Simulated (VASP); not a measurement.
# Pt (I4/mmm) in VASP: further runs, part 2 of 2

VASP 6.6.1.

## 3. Single point, PBE (strain +0.000 along x and y, +0.080 along z)

Contents of INCAR:

```
  PREC = Accurate
  ENCUT = 520
  EDIFF = 1E-6
  ISMEAR = 0
  SIGMA = 0.15
  LREAL = F
  LASPH = T
  NELM = 60
  ALGO = Fast
  ISIF = 2
  LWAVE = F
  LCHARG = F
  GGA = PE
  NBANDS = 11
```

Contents of KPOINTS:

```
regular mesh
0
Gamma
  22 22 22
```

Contents of POSCAR:

```
Pt
1.0
   -1.5842200000      1.5842200000      1.7109576000
    1.5842200000     -1.5842200000      1.7109576000
    1.5842200000      1.5842200000     -1.7109576000
Pt
1
Direct
    0.0000000000      0.0000000000      0.0000000000
```

Potentials or basis: VASP PAW PBE potentials, release 64 (Pt).

Started as:

```console
$ cat potpaw_PBE.64/Pt/POTCAR > POTCAR
$ mpirun -np 1 vasp_std > vasp.out
```

OUTCAR:

```text
PREC = Accurate
   ENCUT = 520
   EDIFF = 1E-6
   ISMEAR = 0
   LREAL = F
   LASPH = T
   NELM = 60
   ISIF = 2
   GGA = PE

 ion  position               nearest neighbor table
   1  0.000  0.000  0.000-

  LATTYP: Found a body centered tetragonal cell.
 ALAT       =     3.1684400000
 C/A-ratio  =     1.0800000000

  Lattice vectors:

 A1 = (  -1.5842200000,   1.5842200000,   1.7109576000)
 A2 = (   1.5842200000,  -1.5842200000,   1.7109576000)
 A3 = (   1.5842200000,   1.5842200000,  -1.7109576000)

Analysis of symmetry for initial positions (statically):
=====================================================================
 Subroutine PRICEL returns:
 Original cell was already a primitive cell.

 Routine SETGRP: Setting up the symmetry group for a
 body centered tetragonal supercell.

 Subroutine GETGRP returns: Found 16 space group operations
 (whereof 16 operations were pure point group operations)
 out of a pool of 16 trial point group operations.

The static configuration has the point symmetry D_4h.

Analysis of symmetry for dynamics (positions and initial velocities):
[... 168 lines left out ...]
 k-point     1 :       0.0000    0.0000    0.0000
  band No.  band energies     occupation
      1       0.1138      2.00000
      2       5.5812      2.00000
      3       5.5812      2.00000
      4       6.1169      2.00000
      5       7.5265      2.00000
      6       8.1695      2.00000
      7      25.0467      0.00000
      8      26.3319      0.00000
      9      26.3319      0.00000
     10      32.8050      0.00000
     11      34.4090      0.00000
[... 309 lines left out ...]
 k-point    24 :      -0.4545    0.0455    0.0000
  band No.  band energies     occupation
      1       2.9921      2.00000
      2       4.7647      2.00000
      3       7.2196      2.00000
      4       8.0280      2.00000
      5       8.4393      1.99892
      6       9.6363      0.00000
      7      15.2616      0.00000
      8      22.5431      0.00000
      9      24.7786      0.00000
     10      31.2748      0.00000
     11      32.6178      0.00000

 [... further k-points ...]

------------------------ aborting loop because EDIFF is reached ----------------------------------------

  FORCE on cell =-STRESS in cart. coord.  units (eV):
  Direction    XX          YY          ZZ          XY          YZ          ZX
  --------------------------------------------------------------------------------------
  -------------------------------------------------------------------------------------
  Total       -1.8658385     -1.8658385     -1.4506743      0.0000000      0.0000000      0.0000000
  in kB     -174.0421379   -174.0421379   -135.3163472      0.0000000      0.0000000      0.0000000
  external PRESSURE =    -161.1335410 kB  Pullay stress =       0.0000000 kB

 VOLUME and BASIS-vectors are now :
 -----------------------------------------------------------------------------
  energy-cutoff  :      520.00
  volume of cell :       17.18
      direct lattice vectors                 reciprocal lattice vectors
    -1.584220000  1.584220000  1.710957600     0.000000000  0.315612731  0.292234010
     1.584220000 -1.584220000  1.710957600     0.315612731  0.000000000  0.292234010
     1.584220000  1.584220000 -1.710957600     0.315612731  0.315612731  0.000000000

 POSITION                                       TOTAL-FORCE (eV/Angst)
 -----------------------------------------------------------------------------------
      0.00000      0.00000      0.00000        -0.000000      0.000000      0.000000
 -----------------------------------------------------------------------------------
    total drift:                                0.000000      0.000000      0.000000

  FREE ENERGIE OF THE ION-ELECTRON SYSTEM (eV)
  ---------------------------------------------------
  free  energy   TOTEN  =        -5.9458256188 eV

  energy  without entropy=       -5.9313160638  energy(sigma->0) =       -5.93857084
```

It took 3.3 min on 1 thread of Intel Xeon 8259CL, shared host; peak memory 0.28 GiB.

Results:

```yaml
Free_energy: -5.9458 eV
Pressure: -16.1 GPa
Band_gap_on_the_k_mesh: zero (bands 5 and 6 overlap by 1.82 eV)
```

Caveat: the cell differs from its parent crystal (strain +0.000 along x and y, +0.080 along z); the cell stands under tension; spin-orbit coupling is left out, which moves the levels of the heavy elements.

## 4. Single point, PBE (strain +0.080 along x and y, -0.040 along z)

Contents of INCAR:

```
SYSTEM = Pt
ALGO     = Fast           ! electronic algorithm
EDIFF    = 1E-7           ! SCF threshold, eV
ENCUT    = 520            ! plane-wave cutoff, eV
GGA      = PE             ! functional
ISIF     = 2              ! what is computed and relaxed
ISMEAR   = 0              ! smearing method
LASPH    = .True.         ! aspherical terms in the spheres
LCHARG   = .False.        ! write CHGCAR
LREAL    = .False.        ! projectors in reciprocal space
LWAVE    = .False.        ! write WAVECAR
NBANDS   = 11             ! bands
NELM     = 80             ! most SCF steps
PREC     = Accurate       ! precision mode
SIGMA    = 0.15           ! smearing width, eV
```

Contents of KPOINTS:

```
k-points
0
Gamma
  22 22 22
  0 0 0
```

Contents of POSCAR:

```
Pt
1.0
   -1.7109576000      1.7109576000      1.5208512000
    1.7109576000     -1.7109576000      1.5208512000
    1.7109576000      1.7109576000     -1.5208512000
Pt
1
Direct
    0.0000000000      0.0000000000      0.0000000000
```

Started as:

```console
$ cat potpaw_PBE.64/Pt/POTCAR > POTCAR
$ mpirun -np 1 vasp_std > vasp.out
```

It took 3.3 min on 1 thread of Intel Xeon 8259CL, shared host; peak memory 0.28 GiB.

It converged, with:

```
Free energy            : -5.8965 eV
Pressure               : -21.1 GPa
Band gap on the k mesh : zero (bands 5 and 6 overlap by 1.70 eV)
```

Stress tensor (GPa, compression positive):
```
-18.54   0.00   0.00
  0.00 -18.54   0.00
  0.00   0.00 -26.21
```

Levels at points of the mesh, in eV from the Fermi level:
```tsv
k point	band 1	band 2	band 3	band 4	band 5	band 6	band 7	band 8	band 9	band 10
(0.00, 0.00, 0.00)	-8.37	-3.44	-2.57	-2.57	-1.59	-0.44	16.29	16.29	18.67	23.99
(0.50, 0.00, 0.00)	-5.50	-4.36	-1.06	-0.12	0.72	0.88	5.67	12.69	14.00	21.74
(0.50, 0.50, 0.00)	-5.69	-3.43	-1.81	-0.90	0.19	0.62	4.71	14.22	16.72	21.48
(0.50, 0.50, 0.50)	-5.11	-5.04	0.26	0.26	0.53	6.29	6.29	9.75	10.63	16.23
```

Caveat: the cell differs from its parent crystal (strain +0.080 along x and y, -0.040 along z); the cell stands under tension; spin-orbit coupling is left out, which moves the levels of the heavy elements.

## 5. The runs side by side

```tsv
cell	further INCAR settings	gap on the mesh (eV)	pressure (GPa)
a = 2.825 Å, angles 105.4, 105.4, 117.9°, 1 atom	ALGO = Fast; EDIFF = 1e-06; NBANDS = 11	none	-15.7
a = 2.819 Å, angles 111.6, 111.6, 105.3°, 1 atom	ALGO = Fast; EDIFF = 1e-06; NBANDS = 11	none	-16.1
a = 2.858 Å, angles 106.5, 106.5, 115.7°, 1 atom	ALGO = Fast; EDIFF = 1e-07; NBANDS = 11	none	-21.1
```

Alike in all rows: task single point; level PBE; potentials or basis VASP PAW PBE potentials, release 64 (Pt); no spin polarisation; k mesh 22 × 22 × 22; cutoff (eV) 520; smearing gaussian 0.15 eV.

Caveats: the cell stands under tension; spin-orbit coupling is left out, which moves the levels of the heavy elements.

Total energies depend on the potentials used, so only differences within one code and one set of settings carry meaning.
